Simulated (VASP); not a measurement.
**Se: single point with B3LYP5**

Crystal: Se.

```
Se
1.0
     4.36620    0.00000    0.00000
    -2.18310    3.78124    0.00000
     0.00000    0.00000    4.95360
Se
3
Cartesian
  1.6910 2.9289 0.0000
  -0.4921 0.8523 3.3024
  0.9841 0.0000 1.6512
```

- Program: VASP 6.6.1
- Task: single point
- Functional: B3LYP5
- Potentials or basis: VASP PAW PBE potentials, release 64 (Se)
- Cutoff: 400 eV
- k mesh: 5 × 5 × 4
- Occupations: gaussian, width 0.01 eV
- Spin: no spin polarisation
- Dipole correction: no
- Grid for exact exchange (PRECFOCK): Normal
- Further INCAR settings: ALGO = Normal; EDIFF = 1e-06; NBANDS = 16
- Share of exact exchange: 0.2

The pressure is 3.9 GPa, the largest force is 0.160 eV/Å and the band gap on the k mesh is 2.43 eV (least direct gap 2.49 eV).

Forces on the atoms (eV/Å):
```
Se  -0.080 -0.139  0.000
Se  -0.080  0.139  0.000
Se   0.160  0.000  0.000
```

Stress tensor (GPa, compression positive):
```
3.70 0.00 0.00
0.00 3.70 0.00
0.00 0.00 4.40
```

Levels at points of the mesh, in eV from the valence-band top:
```
           k point  band 5  band 6  band 7  band 8  band 9  band 10  band 11  band 12  band 13  band 14
(0.00, 0.00, 0.00)   -3.99   -3.97   -2.27   -2.27   -0.55     3.15     3.15     3.46     7.65     7.91
(0.00, 0.00, 0.50)   -3.56   -3.56   -1.72   -1.72   -1.31     2.43     2.43     2.47     7.76     8.72
```

Wall time 11 min on 1 thread of Intel(R) Xeon(R) 6975P-C (Granite Rapids), with other jobs on the host, peak memory 0.18 GiB.

Caveat: the cell stands under pressure; the PAW data sets were made with another functional, which shifts forces and pressure a little; an odd mesh through Γ misses points on the zone boundary, where band edges can lie.
